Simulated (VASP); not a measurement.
Set up this calculation in VASP 6.6.1, as the native input.

```
Task                   : single point
Functional             : PBEsol
Potentials or basis    : VASP PAW PBE potentials, release 64 (Mo_sv)
Cutoff                 : 520 eV
k mesh                 : 12 × 12 × 12
Occupations            : gaussian, width 0.15 eV
Spin                   : no spin polarisation
Dipole correction      : no
Further INCAR settings : ALGO = Fast; EDIFF = 1e-06; NBANDS = 66
```

The structure of Mo lies in POSCAR:

```
Mo
1.0
   -3.1420000000     -3.1420000000      3.1420000000
   -3.1420000000      3.1420000000     -3.1420000000
    3.1420000000     -3.1420000000     -3.1420000000
Mo
8
Direct
    0.4872692553      0.4872692553      0.5000000000
    0.0000000000      0.5000000000      0.5000000000
    0.5000000000      0.0000000000      0.5000000000
    0.0000000000      0.0000000000      0.5000000000
    0.5000000000      0.5000000000      0.0000000000
    0.0000000000      0.5000000000      0.0000000000
    0.5000000000      0.0000000000      0.0000000000
    0.0000000000      0.0000000000      0.0000000000
```

This cell differs from its parent crystal: atom 1 (Mo) moved +0.080 Å along Cartesian [1 0 0].

These files were run (other wordings do the same):

INCAR

```
PREC     = Accurate       # precision mode
ENCUT    = 520            # plane-wave cutoff, eV
EDIFF    = 1E-6           # SCF threshold, eV
ISMEAR   = 0              # smearing method
SIGMA    = 0.15           # smearing width, eV
LREAL    = False          # projectors in reciprocal space
LASPH    = True           # aspherical terms in the spheres
NELM     = 80             # most SCF steps
ALGO     = Fast           # electronic algorithm
ISIF     = 2              # what is computed and relaxed
LWAVE    = False          # write WAVECAR
LCHARG   = True           # write CHGCAR
GGA      = PS             # functional
LELF     = True           # ELF
LVHAR    = True         
NBANDS   = 66             # bands
```

KPOINTS

```
regular mesh
0
Gamma
  12 12 12
```

Potentials or basis: VASP PAW PBE potentials, release 64 (Mo_sv).

Launch:

```console
$ cat potpaw_PBE.64/Mo_sv/POTCAR > POTCAR
$ mpirun -np 1 vasp_std > vasp.out
```

It gave:

The pressure is -2.5 GPa and the largest force is 1.006 eV/Å. The band gap on the k mesh is zero (bands 56 and 57 overlap by 2.26 eV).

Caveat: the cell differs from its parent crystal (atom 1 (Mo) moved +0.080 Å along Cartesian [1 0 0]); the PAW data sets were made with another functional, which shifts forces and pressure a little.

Wall time 34 min on 1 thread of Oxide Virtual Turin-like Processor (shared host), peak memory 0.83 GiB.
